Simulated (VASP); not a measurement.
# AlN (F-43m) in VASP: further runs, part 2 of 2

VASP 6.6.1. The steps go on from the part before.

## Step 3: Single point, PBE+D3(BJ)

This run uses another cell than the first one, of 10.44 Å³/atom.

INCAR reads:

```
SYSTEM = AlN
PREC = Accurate
ENCUT = 600
EDIFF = 1E-6
ISMEAR = 0
SIGMA = 0.02
LREAL = .False.
LASPH = .True.
NELM = 120
ALGO = Normal
ISIF = 2
LWAVE = .False.
LCHARG = .False.
GGA = PE
IVDW = 12
NBANDS = 11
GGA_COMPAT = .False.
```

KPOINTS reads:

```
regular mesh
0
Gamma
  10 10 10
  0 0 0
```

POSCAR reads:

```
AlN
1.0
    0.0000000000      2.1859018426      2.1859018426
    2.1859018426      0.0000000000      2.1859018426
    2.1859018426      2.1859018426      0.0000000000
Al N
1 1
Direct
    0.0000000000      0.0000000000      0.0000000000
    0.2500000000      0.2500000000      0.2500000000
```

Potentials or basis: VASP PAW PBE potentials, release 64 (Al, N).

Command:

```console
cat potpaw_PBE.64/Al/POTCAR potpaw_PBE.64/N/POTCAR > POTCAR
mpirun -np 1 vasp_std > vasp.out
```

OUTCAR:

```text
SYSTEM = AlN
   PREC = Accurate
   ENCUT = 600
   EDIFF = 1E-6
   ISMEAR = 0
   LREAL = .False.
   LASPH = .True.
   NELM = 120
   ISIF = 2
   GGA = PE
   IVDW = 12
 IVDW          = 12

 ion  position               nearest neighbor table
   1  0.000  0.000  0.000-   2 1.89   2 1.89   2 1.89   2 1.89
   2  0.250  0.250  0.250-   1 1.89   1 1.89   1 1.89   1 1.89

  LATTYP: Found a face centered cubic cell.
 ALAT       =     4.3718036852

  Lattice vectors:

 A1 = (   0.0000000000,   2.1859018426,   2.1859018426)
 A2 = (   2.1859018426,   0.0000000000,   2.1859018426)
 A3 = (   2.1859018426,   2.1859018426,   0.0000000000)

Analysis of symmetry for initial positions (statically):
=====================================================================
 Subroutine PRICEL returns:
 Original cell was already a primitive cell.

 Routine SETGRP: Setting up the symmetry group for a
 face centered cubic supercell.

 Subroutine GETGRP returns: Found 24 space group operations
 (whereof 24 operations were pure point group operations)
 out of a pool of 48 trial point group operations.

The static configuration has the point symmetry T_d .

Analysis of symmetry for dynamics (positions and initial velocities):
=====================================================================
 Subroutine PRICEL returns:
 Original cell was already a primitive cell.

 Routine SETGRP: Setting up the symmetry group for a
 face centered cubic supercell.

 Subroutine GETGRP returns: Found 24 space group operations
 (whereof 24 operations were pure point group operations)
 out of a pool of 48 trial point group operations.

The dynamic configuration has the point symmetry T_d .

 Subroutine INISYM returns: Found 24 space group operations
 (whereof 24 operations are pure point group operations),
 and found     1 'primitive' translations

----------------------------------------------------------------------------------------

[... 119 lines left out ...]
   AEXX    =    0.0000 exact exchange contribution
   IVDW    =    12    specifies the selected vdW correction
   LEPSILON=     F    determine dielectric tensor
   LRPA    =     F    only Hartree local field effects (RPA)
 non-spin polarized calculation
 Gauss-broadening in eV      SIGMA  =   0.02
  energy-cutoff  :      600.00
  volume of cell :       20.89
 maximum number of plane-waves:       725
 NGX is ok and might be reduce to    28
   NGX = 13   NGY = 13   NGZ = 13

 number of electron       7.9999999 magnetization

 Free energy of the ion-electron system (eV)
  ---------------------------------------------------
  ext. energy  EPLUGINS =         0.00000000
  ---------------------------------------------------
  free energy    TOTEN  =       -14.84346752 eV

  energy without entropy =      -14.84346752  energy(sigma->0) =      -14.84346752

 E-fermi :   6.0861     XC(G=0): -10.9224

 val. band max:        5.9450544062   @ k =   0.0000   0.0000   0.0000
 cond. band min:       9.2616987840   @ k =   0.5000   0.5000   0.0000
 fundamental gap:      3.3166443777
 Fermi energy:         6.0860793400

 k-point     1 :       0.0000    0.0000    0.0000
  band No.  band energies     occupation
      1      -9.0212      2.00000
      2       5.9451      2.00000
      3       5.9451      2.00000
      4       5.9451      2.00000
      5      10.1180      0.00000
      6      18.4796      0.00000
      7      18.4796      0.00000
      8      18.4796      0.00000
      9      23.6128      0.00000
     10      23.6128      0.00000
     11      25.0094      0.00000
[... 309 lines left out ...]
 k-point    24 :       0.4000    0.3000    0.0000
  band No.  band energies     occupation
      1      -7.0214      2.00000
      2       1.8019      2.00000
      3       4.2467      2.00000
      4       4.5446      2.00000
      5      10.8553      0.00000
      6      15.4631      0.00000
      7      18.1667      0.00000
      8      20.5051      0.00000
      9      21.0129      0.00000
     10      27.2284      0.00000
     11      29.4647      0.00000

 [... further k-points ...]

------------------------ aborting loop because EDIFF is reached ----------------------------------------

 Edisp (eV)   -0.53794

 E8    (eV) :    -0.2104

  FORCE on cell =-STRESS in cart. coord.  units (eV):
  Direction    XX          YY          ZZ          XY          YZ          ZX
  --------------------------------------------------------------------------------------
  -------------------------------------------------------------------------------------
  Total      -0.04342    -0.04342    -0.04342     0.00000     0.00000     0.00000
  in kB      -3.33007    -3.33007    -3.33007     0.00000     0.00000     0.00000
  external pressure =       -3.33 kB  Pullay stress =        0.00 kB

 VOLUME and BASIS-vectors are now :
 -----------------------------------------------------------------------------
  energy-cutoff  :      600.00
  volume of cell :       20.89
      direct lattice vectors                 reciprocal lattice vectors
     0.000000000  2.185901843  2.185901843    -0.228738542  0.228738542  0.228738542
     2.185901843  0.000000000  2.185901843     0.228738542 -0.228738542  0.228738542
     2.185901843  2.185901843  0.000000000     0.228738542  0.228738542 -0.228738542

 POSITION                                       TOTAL-FORCE (eV/Angst)
 -----------------------------------------------------------------------------------
      0.00000      0.00000      0.00000        -0.000000      0.000000      0.000000
      1.09295      1.09295      1.09295         0.000000     -0.000000     -0.000000
 -----------------------------------------------------------------------------------
    total drift:                                0.000000      0.000000      0.000000

  FREE ENERGIE OF THE ION-ELECTRON SYSTEM (eV)
  ---------------------------------------------------
  free  energy   TOTEN  =       -15.3814042876 eV

  energy  without entropy=      -15.3814042876  energy(sigma->0) =      -15.38140429
```

OSZICAR:

```text
N       E                     dE             d eps       ncg     rms          rms(c)
DAV:   1     0.148744661384E+02    0.14874E+02   -0.42053E+03  1034   0.690E+02
DAV:   2    -0.160564597854E+02   -0.30931E+02   -0.29472E+02  1198   0.153E+02
DAV:   3    -0.172123812535E+02   -0.11559E+01   -0.11536E+01  1302   0.291E+01
DAV:   4    -0.172192128850E+02   -0.68316E-02   -0.68309E-02  1181   0.229E+00
DAV:   5    -0.172192995758E+02   -0.86691E-04   -0.86690E-04  1259   0.253E-01    0.860E+00
DAV:   6    -0.148531475934E+02    0.23662E+01   -0.11877E+01  1277   0.181E+01    0.280E+00
DAV:   7    -0.148499307018E+02    0.32169E-02   -0.17174E-01  1175   0.321E+00    0.204E+00
DAV:   8    -0.148448992374E+02    0.50315E-02   -0.28811E-02  1145   0.171E+00    0.587E-01
DAV:   9    -0.148434207605E+02    0.14785E-02   -0.40434E-03  1252   0.406E-01    0.233E-01
DAV:  10    -0.148434570903E+02   -0.36330E-04   -0.49539E-04  1157   0.146E-01    0.205E-02
DAV:  11    -0.148434675544E+02   -0.10464E-04   -0.17446E-05  1190   0.297E-02    0.155E-02
DAV:  12    -0.148434675205E+02    0.33946E-07   -0.45559E-07   754   0.548E-03
   1 F= -.15381404E+02 E0= -.15381404E+02  d E =-.863633E-26
```

stdout:

```text
POSCAR found type information on POSCAR AlN
 POSCAR found :  2 types and       2 ions
 scaLAPACK will be used
 LDA part: xc-table for (Slater+PW92), standard interpolation
 POSCAR, INCAR and KPOINTS ok, starting setup
 FFT: planning ... GRIDC
 FFT: planning ... GRID_SOFT
 FFT: planning ... GRID
 WAVECAR not read
 entering main loop
```

Run time: 6.6 s. Hardware: 1 thread of Intel Xeon 6975P-C (Granite Rapids), shared host; peak memory 0.16 GiB.

What came out:

```yaml
Free_energy: -15.3814 eV
Pressure: -0.3 GPa
Band_gap_on_the_k_mesh: 3.32 eV (least direct gap 4.17 eV)
Dispersion_energy_per_atom: -0.269 eV
```

## Step 4: Relaxation of cell and atoms, PBE+D3(BJ)

INCAR reads:

```
  PREC = Accurate
  ENCUT = 600
  EDIFF = 1E-7
  ISMEAR = 0
  SIGMA = 0.02
  LREAL = False
  LASPH = True
  NELM = 120
  ALGO = Normal
  ISIF = 3
  LWAVE = False
  LCHARG = False
  GGA = PE
  IVDW = 12
  IBRION = 2
  NSW = 100
  EDIFFG = -0.002
  GGA_COMPAT = False
  NELMIN = 4
```

KPOINTS reads:

```
regular mesh
0
Gamma
  10 10 10
```

POSCAR reads:

```
AlN
1.0
    0.0000000000      2.1900000000      2.1900000000
    2.1900000000      0.0000000000      2.1900000000
    2.1900000000      2.1900000000      0.0000000000
Al N
1 1
Direct
    0.0000000000      0.0000000000      0.0000000000
    0.2500000000      0.2500000000      0.2500000000
```

Potentials or basis: VASP PAW PBE potentials, release 64 (Al, N).

Command:

```console
cat potpaw_PBE.64/Al/POTCAR potpaw_PBE.64/N/POTCAR > POTCAR
mpirun -np 1 vasp_std > vasp.out
```

OUTCAR:

```text
PREC = Accurate
   ENCUT = 600
   EDIFF = 1E-7
   ISMEAR = 0
   LREAL = False
   LASPH = True
   NELM = 120
   ISIF = 3
   GGA = PE
   IVDW = 12
   IBRION = 2
   NSW = 100
   EDIFFG = -0.002
   NELMIN = 4
 IVDW          = 12

 ion  position               nearest neighbor table
   1  0.000  0.000  0.000-   2 1.90   2 1.90   2 1.90   2 1.90
   2  0.250  0.250  0.250-   1 1.90   1 1.90   1 1.90   1 1.90

  LATTYP: Found a face centered cubic cell.
 ALAT       =     4.3800000000

  Lattice vectors:

 A1 = (   0.0000000000,   2.1900000000,   2.1900000000)
 A2 = (   2.1900000000,   0.0000000000,   2.1900000000)
 A3 = (   2.1900000000,   2.1900000000,   0.0000000000)

Analysis of symmetry for initial positions (statically):
=====================================================================
 Subroutine PRICEL returns:
 Original cell was already a primitive cell.

 Routine SETGRP: Setting up the symmetry group for a
[... 252 lines left out ...]
 Free energy of the ion-electron system (eV)
  ---------------------------------------------------
  ext. energy  EPLUGINS =         0.00000000
  ---------------------------------------------------
  free energy    TOTEN  =       -14.84275861 eV

  energy without entropy =      -14.84275861  energy(sigma->0) =      -14.84275861

 E-fermi :   6.1221     XC(G=0): -10.9295

 val. band max:        5.9602048401   @ k =   0.0000   0.0000   0.0000
 cond. band min:       9.2779897695   @ k =   0.5000   0.5000   0.0000
 fundamental gap:      3.3177849294
 Fermi energy:         6.1220582015

 k-point     1 :       0.0000    0.0000    0.0000
  band No.  band energies     occupation
      1      -9.0154      2.00000
      2       5.9602      2.00000
      3       5.9602      2.00000
      4       5.9602      2.00000
      5      10.1477      0.00000
      6      18.5110      0.00000
      7      18.5110      0.00000
      8      18.5110      0.00000
[... 243 lines left out ...]
 k-point    24 :       0.4000    0.3000    0.0000
  band No.  band energies     occupation
      1      -7.0113      2.00000
      2       1.8138      2.00000
      3       4.2601      2.00000
      4       4.5584      2.00000
      5      10.8744      0.00000
      6      15.4895      0.00000
      7      18.2014      0.00000
      8      20.5384      0.00000

 [... further k-points ...]

------------------------ aborting loop because EDIFF is reached ----------------------------------------

 Edisp (eV)   -0.53884

 E8    (eV) :    -0.2107
[... 25 lines left out ...]
  FREE ENERGIE OF THE ION-ELECTRON SYSTEM (eV)
  ---------------------------------------------------
  free  energy   TOTEN  =       -15.3815963373 eV

  energy  without entropy=      -15.3815963373  energy(sigma->0) =      -15.38159634

 reached required accuracy - stopping structural energy minimisation
```

Run time: 11 s. Hardware: 1 thread of Intel Xeon 6975P-C (Granite Rapids), shared host; peak memory 0.17 GiB.

What came out:

```yaml
Free_energy: -15.3816 eV
Relaxed_volume: 10.43 Å³/atom
Relaxed_cell: a = 3.090 Å, b = 3.090 Å, c = 3.090 Å, α = 60.00°, β = 60.00°, γ = 60.00°
Space_group_after_relaxing_to_0.1_Å: F-43m (No. 216)
Energy_gained_by_relaxing: 0.3 meV/atom
Ionic_steps: 3
Pressure_after_relaxing: 0.0 GPa
Band_gap_on_the_k_mesh: 3.32 eV (least direct gap 4.19 eV)
Dispersion_energy_per_atom: -0.269 eV
```

The path:
```csv
step,energy change (eV),largest force (eV/Å),pressure (GPa),volume (Å³)
1,0.0000,0.0000,-1.43,21.01
2,-0.0001,0.0000,1.32,20.72
3,-0.0007,0.0000,0.00,20.86
```

Final structure:
```cif
data_structure
_symmetry_space_group_name_H-M 'P 1'
_symmetry_Int_Tables_number 1
_cell_length_a 3.0897
_cell_length_b 3.0897
_cell_length_c 3.0897
_cell_angle_alpha 60.000
_cell_angle_beta 60.000
_cell_angle_gamma 60.000
_cell_volume 20.86
loop_
_atom_site_label
_atom_site_type_symbol
_atom_site_fract_x
_atom_site_fract_y
_atom_site_fract_z
_atom_site_occupancy
Al1 Al 0.00000 0.00000 0.00000 1
N1 N 0.25000 0.25000 0.25000 1
```

## Step 5: The runs side by side

```csv
task,cell,k mesh,smearing,gap on the mesh (eV),pressure (GPa)
single point,"a = 3.097 Å, angles 60.0°, 2 atoms",8 × 8 × 8,gaussian 0.1 eV,3.31,-1.5
single point,"a = 3.091 Å, angles 60.0°, 2 atoms",10 × 10 × 10,gaussian 0.02 eV,3.32,-0.3
relaxation of cell and atoms,"relaxed from a = 3.097 Å, angles 60.0°, 2 atoms",10 × 10 × 10,gaussian 0.02 eV,3.32,0.0
```

Alike in all rows: level PBE+D3(BJ); potentials or basis VASP PAW PBE potentials, release 64 (Al, N); no spin polarisation; cutoff (eV) 600.

Total energies depend on the potentials used, so only differences within one code and one set of settings carry meaning.
